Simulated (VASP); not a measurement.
# In2TeO2 (P-3m1) in VASP: further runs

Runs on In2TeO2. Level: PBE. Tasks: single point, relaxation of cell and atoms.

Everything below comes from runs of VASP 6.6.1. Logs are shortened: lines on timing, memory, paths and dates and some standing lists are left out, and cuts for length are marked.

### 1 The cell of the first run

It takes space group P-3m1 (No. 164, trigonal). The conventional cell has a = 3.899 Å, b = 3.899 Å, c = 6.934 Å, α = 90.00°, β = 90.00°, γ = 120.00°. Within 3.1 Å of In (site symmetry 3m) lie 4 O at 2.29 to 2.34 Å and 3 Te at 3.02 Å. Within 4.0 Å of Te (site symmetry -3m) lie 6 In at 3.02 Å and 6 O at 3.47 Å and 6 Te at 3.90 Å. Within 3.0 Å of O (site symmetry 3m) lie 4 In at 2.29 to 2.34 Å and 3 O at 2.80 Å.

The cell was generated, and may not be a known phase.

### 2 Single point, PBE

Input file INCAR:

```
SYSTEM = In2TeO2
ALGO = Normal
EDIFF = 1E-6
ENCUT = 520
GGA = PE
ISIF = 2
ISMEAR = 0
LASPH = .True.
LCHARG = .False.
LREAL = .False.
LWAVE = .False.
NBANDS = 30
NELM = 80
PREC = Accurate
SIGMA = 0.1
```

Input file KPOINTS:

```
k-points
0
Gamma
  6 6 4
  0 0 0
```

Input file POSCAR:

```
In2TeO2
1.0
    3.8992642800      0.0000000000      0.0000000000
   -1.9496321400      3.3768619200      0.0000000000
    0.0000000000      0.0000000000      6.9337390700
In Te O
2 1 2
Direct
    0.3333333300      0.6666666700      0.2899999900
    0.6666666700      0.3333333300      0.7100000100
    0.0000000000      0.0000000000      0.0000000000
    0.3333333300      0.6666666700      0.6200000000
    0.6666666700      0.3333333300      0.3800000000
```

Potentials or basis: VASP PAW PBE potentials, release 64 (In_d, Te, O).

On the command line:

```console
> cat potpaw_PBE.64/In_d/POTCAR potpaw_PBE.64/Te/POTCAR potpaw_PBE.64/O/POTCAR > POTCAR
> mpirun -np 1 vasp_std > vasp.out
```

OUTCAR:

```text
SYSTEM = In2TeO2
   EDIFF = 1E-6
   ENCUT = 520
   GGA = PE
   ISIF = 2
   ISMEAR = 0
   LASPH = .True.
   LREAL = .False.
   NELM = 80
   PREC = Accurate

 ion  position               nearest neighbor table
   1  0.333  0.667  0.290-   4 2.29   5 2.34   5 2.34   5 2.34   3 3.02   3 3.02   3 3.02   2 3.68
                             2 3.68   2 3.68
   2  0.667  0.333  0.710-   5 2.29   4 2.34   4 2.34   4 2.34   3 3.02   3 3.02   3 3.02   1 3.68
                             1 3.68   1 3.68
   3  0.000  0.000  0.000-   1 3.02   2 3.02   1 3.02   2 3.02   2 3.02   1 3.02
   4  0.333  0.667  0.620-   1 2.29   2 2.34   2 2.34   2 2.34
   5  0.667  0.333  0.380-   2 2.29   1 2.34   1 2.34   1 2.34

  LATTYP: Found a hexagonal cell.
 ALAT       =     3.8992642800
 C/A-ratio  =     1.7782172667

  Lattice vectors:

 A1 = (   3.8992642800,   0.0000000000,   0.0000000000)
 A2 = (  -1.9496321400,   3.3768619200,   0.0000000000)
 A3 = (   0.0000000000,   0.0000000000,   6.9337390700)

Analysis of symmetry for initial positions (statically):
=====================================================================
 Subroutine PRICEL returns:
 Original cell was already a primitive cell.

 Routine SETGRP: Setting up the symmetry group for a
 hexagonal supercell.

 Subroutine GETGRP returns: Found 12 space group operations
 (whereof 12 operations were pure point group operations)
 out of a pool of 24 trial point group operations.

The static configuration has the point symmetry D_3d.

Analysis of symmetry for dynamics (positions and initial velocities):
=====================================================================
 Subroutine PRICEL returns:
 Original cell was already a primitive cell.

 Routine SETGRP: Setting up the symmetry group for a
 hexagonal supercell.

 Subroutine GETGRP returns: Found 12 space group operations
 (whereof 12 operations were pure point group operations)
 out of a pool of 24 trial point group operations.

The dynamic configuration has the point symmetry D_3d.

 Subroutine INISYM returns: Found 12 space group operations
 (whereof 12 operations are pure point group operations),
 and found     1 'primitive' translations

----------------------------------------------------------------------------------------

                                     Primitive cell

  volume of cell :      91.2985

  direct lattice vectors                    reciprocal lattice vectors
     3.899264280  0.000000000  0.000000000     0.256458636  0.148066463  0.000000000
    -1.949632140  3.376861920  0.000000000     0.000000000  0.296132926  0.000000000
     0.000000000  0.000000000  6.933739070     0.000000000  0.000000000  0.144222329

  length of vectors
     3.899264280  3.899264278  6.933739070     0.296132926  0.296132926  0.144222329

  position of ions in fractional coordinates (direct lattice)
     0.333333330  0.666666670  0.289999990
     0.666666670  0.333333330  0.710000010
     0.000000000  0.000000000  0.000000000
     0.333333330  0.666666670  0.620000000
     0.666666670  0.333333330  0.380000000

  ion indices of the primitive-cell ions
   primitive index   ion index
                 1           1
                 2           2
                 3           3
                 4           4
                 5           5

----------------------------------------------------------------------------------------

 KPOINTS: k-points

Automatic generation of k-mesh.
 Grid dimensions read from file:
 generate k-points for:    6    6    4

 Generating k-lattice:

  Cartesian coordinates                     Fractional coordinates (reciprocal lattice)
     0.042743106  0.024677744  0.000000000     0.166666667  0.000000000  0.000000000
     0.000000000  0.049355488  0.000000000     0.000000000  0.166666667  0.000000000
     0.000000000  0.000000000  0.036055582     0.000000000  0.000000000  0.250000000

  Length of vectors
     0.049355488  0.049355488  0.036055582

  Shift w.r.t. Gamma in fractional coordinates (k-lattice)
     0.000000000  0.000000000  0.000000000

 Subroutine IBZKPT returns following result:
 ===========================================

 Found     24 irreducible k-points:

 Following reciprocal coordinates:
            Coordinates               Weight
  0.000000  0.000000  0.000000      1.000000
  0.166667  0.000000  0.000000      6.000000
  0.333333  0.000000  0.000000      6.000000
  0.500000 -0.000000  0.000000      3.000000
  0.166667  0.166667  0.000000      6.000000
  0.333333  0.166667  0.000000     12.000000
[... 16 lines left out ...]
  0.333333  0.166667  0.500000     12.000000
  0.333333  0.333333  0.500000      2.000000
   k-points           NKPTS =     24   k-points in BZ     NKDIM =     24   number of bands    NBANDS=     30
   number of dos      NEDOS =    301   number of ions     NIONS =      5
   total plane-waves  NPLWV =  48600
   dimension x,y,z NGX =    30 NGY =   30 NGZ =   54
   dimension x,y,z NGXF=    60 NGYF=   60 NGZF=  108
   ions per type =               2   1   2
   NGX,Y,Z   is equivalent  to a cutoff of  12.79, 12.79, 12.95 a.u.
   NGXF,Y,Z  is equivalent  to a cutoff of  25.58, 25.58, 25.89 a.u.
 SYSTEM =  In2TeO2
   PREC   = accura    normal or accurate (medium, high low for compatibility)
   ISTART =      0    job   : 0-new  1-cont  2-samecut
   ICHARG =      2    charge: 1-file 2-atom 10-const
   ISPIN  =      1    spin polarized calculation?
   LNONCOLLINEAR =      F non collinear calculations
   LSORBIT =      F    spin-orbit coupling
   LASPH  =      T    aspherical Exc in radial PAW
   ENCUT  =  520.0 eV  38.22 Ry    6.18 a.u.   7.25  7.25 12.89*2*pi/ulx,y,z
   NELM   =     80;   NELMIN=  2; NELMDL= -5     # of ELM steps
   EDIFF  = 0.1E-05   stopping-criterion for ELM
   LREAL  =      F    real-space projection
   EDIFFG = 0.1E-04   stopping-criterion for IOM
   NSW    =      0    number of steps for IOM
   IBRION =     -1    ionic relax: 0-MD 1-quasi-New 2-CG
   NFREE  =      0    steps in history (QN), initial steepest desc. (CG)
   ISIF   =      2    stress and relaxation
   ISYM   =      2    0-nonsym 1-usesym 2-fastsym
   POTIM  = 0.5000    time-step for ionic-motion
   TEBEG  =    0.0;   TEEND  =   0.0 temperature during run
   PSTRESS=    0.0 pullay stress
   NELECT =      44.0000    total number of electrons
   NUPDOWN=      -1.0000    fix difference up-down
   EMIN   =  10.00;   EMAX   =-10.00  energy-range for DOS
   EFERMI =   0.00;   METHOD = LEGACY
   ISMEAR =     0;   SIGMA  =   0.10  broadening in eV -4-tet -1-fermi 0-gaus
   EFERMI_NEDOS =   21; number of points for ismear=-14 and -15
   IALGO  =     38    algorithm
   IMIX   =      4    mixing-type and parameters
     AMIX     =   0.40;   BMIX     =  1.00
     AMIX_MAG =   1.60;   BMIX_MAG =  1.00
  volume/ion in A,a.u.               =      18.26       123.22
  Fermi-wavevector in a.u.,A,eV,Ry     =   1.283526  2.425512 22.414758  1.647438
  Thomas-Fermi vector in A             =   2.415773
   LORBIT       =      0    0 simple, 1 ext, 2 COOP (PROOUT), +10 PAW based schemes
   GGA     = PE    functional components
   LHFCALC =     F    Hartree Fock is set to
   AEXX    =    0.0000 exact exchange contribution
   IVDW    =     0    specifies the selected vdW correction
   LEPSILON=     F    determine dielectric tensor
   LRPA    =     F    only Hartree local field effects (RPA)
 non-spin polarized calculation
 Gauss-broadening in eV      SIGMA  =   0.10
  energy-cutoff  :      520.00
  volume of cell :       91.30
 maximum number of plane-waves:      2480
 NGX is ok and might be reduce to    30
   NGX = 15   NGY = 15   NGZ = 25

 number of electron      44.0000013 magnetization

 Free energy of the ion-electron system (eV)
  ---------------------------------------------------
  ext. energy  EPLUGINS =         0.00000000
  ---------------------------------------------------
  free energy    TOTEN  =       -22.55466631 eV

  energy without entropy =      -22.54935241  energy(sigma->0) =      -22.55200936

 E-fermi :   6.9452     XC(G=0): -10.4384

 val. band max:        6.9115919385   @ k =   0.5000  -0.0000   0.2500
 cond. band min:       7.0123777266   @ k =   0.5000  -0.0000   0.5000
 fundamental gap:      0.1007857881
 Fermi energy:         6.9451753472

 k-point     1 :       0.0000    0.0000    0.0000
  band No.  band energies     occupation
      1     -11.1544      2.00000
      2     -10.4584      2.00000
      3      -7.4034      2.00000
      4      -7.4034      2.00000
      5      -7.3691      2.00000
      6      -7.3672      2.00000
[... 22 lines left out ...]
     29      13.8257      0.00000
     30      13.8303      0.00000

 k-point     2 :       0.1667    0.0000    0.0000
  band No.  band energies     occupation
      1     -11.0899      2.00000
      2     -10.4808      2.00000
      3      -7.3873      2.00000
      4      -7.3852      2.00000
      5      -7.3505      2.00000
      6      -7.3352      2.00000
[... 22 lines left out ...]
     29      14.4532      0.00000
     30      14.6450      0.00000

 k-point     3 :       0.3333    0.0000    0.0000
  band No.  band energies     occupation
      1     -10.9433      2.00000
      2     -10.5531      2.00000
      3      -7.3725      2.00000
      4      -7.3645      2.00000
      5      -7.3306      2.00000
      6      -7.2910      2.00000
[... 22 lines left out ...]
     29      14.7540      0.00000
     30      15.8456      0.00000

 k-point     4 :       0.5000   -0.0000    0.0000
  band No.  band energies     occupation
      1     -10.8423      2.00000
      2     -10.6221      2.00000
      3      -7.3818      2.00000
      4      -7.3622      2.00000
      5      -7.3310      2.00000
      6      -7.2669      2.00000
[... 22 lines left out ...]
     29      14.0594      0.00000
     30      15.8038      0.00000

 k-point     5 :       0.1667    0.1667    0.0000
  band No.  band energies     occupation
      1     -10.9837      2.00000
      2     -10.5298      2.00000
      3      -7.4113      2.00000
      4      -7.3494      2.00000
      5      -7.3267      2.00000
      6      -7.2902      2.00000
[... 22 lines left out ...]
     29      14.2210      0.00000
     30      15.0410      0.00000
[... 526 lines left out ...]
     29      14.6362      0.00000
     30      15.9044      0.00000

 k-point    22 :       0.1667    0.1667    0.5000
  band No.  band energies     occupation
      1     -10.9765      2.00000
      2     -10.5308      2.00000
      3      -7.3894      2.00000
      4      -7.3768      2.00000
      5      -7.3280      2.00000
      6      -7.2894      2.00000
[... 22 lines left out ...]
     29      14.4178      0.00000
     30      14.7301      0.00000

 k-point    23 :       0.3333    0.1667    0.5000
  band No.  band energies     occupation
      1     -10.8399      2.00000
      2     -10.6203      2.00000
      3      -7.3718      2.00000
      4      -7.3673      2.00000
      5      -7.3247      2.00000
      6      -7.3056      2.00000
[... 22 lines left out ...]
     29      14.6173      0.00000
     30      15.3844      0.00000

 k-point    24 :       0.3333    0.3333    0.5000
  band No.  band energies     occupation
      1     -10.7231      2.00000
      2     -10.7231      2.00000
      3      -7.3946      2.00000
      4      -7.3879      2.00000
      5      -7.2971      2.00000
      6      -7.2971      2.00000
[... 22 lines left out ...]
     29      14.9842      0.00000
     30      14.9842      0.00000

------------------------ aborting loop because EDIFF is reached ----------------------------------------

  FORCE on cell =-STRESS in cart. coord.  units (eV):
  Direction    XX          YY          ZZ          XY          YZ          ZX
  --------------------------------------------------------------------------------------
  -------------------------------------------------------------------------------------
  Total       -1.4203513     -1.4203513     -0.2760386     -0.0000000      0.0000000      0.0000000
  in kB      -24.9254427    -24.9254427     -4.8441429     -0.0000000      0.0000000      0.0000000
  external PRESSURE =     -18.2316761 kB  Pullay stress =       0.0000000 kB

 VOLUME and BASIS-vectors are now :
 -----------------------------------------------------------------------------
  energy-cutoff  :      520.00
  volume of cell :       91.30
      direct lattice vectors                 reciprocal lattice vectors
     3.899264280  0.000000000  0.000000000     0.256458636  0.148066463  0.000000000
    -1.949632140  3.376861920  0.000000000     0.000000000  0.296132926  0.000000000
     0.000000000  0.000000000  6.933739070     0.000000000  0.000000000  0.144222329

 POSITION                                       TOTAL-FORCE (eV/Angst)
 -----------------------------------------------------------------------------------
     -0.00000      2.25124      2.01078        -0.000000      0.000000      1.543769
      1.94963      1.12562      4.92295         0.000000      0.000000     -1.543769
      0.00000      0.00000      0.00000         0.000000      0.000000     -0.000000
     -0.00000      2.25124      4.29892         0.000000      0.000000      0.228082
      1.94963      1.12562      2.63482        -0.000000      0.000000     -0.228082
 -----------------------------------------------------------------------------------
    total drift:                               -0.000000      0.000000      0.000000

  FREE ENERGIE OF THE ION-ELECTRON SYSTEM (eV)
  ---------------------------------------------------
  free  energy   TOTEN  =       -22.5546663097 eV

  energy  without entropy=      -22.5493524081  energy(sigma->0) =      -22.55200936
```

Wall time 50 s (1 thread of AMD EPYC 9R45 (Zen 5), shared host); peak memory 0.21 GiB.

Results:

| Property | Result |
| --- | --- |
| Free energy | -22.5547 eV |
| Pressure | -1.8 GPa |
| Largest force | 1.544 eV/Å |
| Band gap on the k mesh | zero (bands 22 and 23 overlap by 0.38 eV) |

Forces on the atoms (eV/Å):
```
In   0.000  0.000  1.544
In   0.000  0.000 -1.544
Te   0.000  0.000  0.000
O    0.000  0.000  0.228
O    0.000  0.000 -0.228
```

Caveat: semilocal functionals underestimate gaps, and a narrow one can read as zero; spin-orbit coupling is left out, which moves the levels of the heavy elements; forces of over 1 eV/Å act on the atoms, so gaps and moduli don't describe the material at rest.

(Continued in part 2 of 3.)

The gap in the log of VASP goes by the Fermi energy; the results here count the filled bands.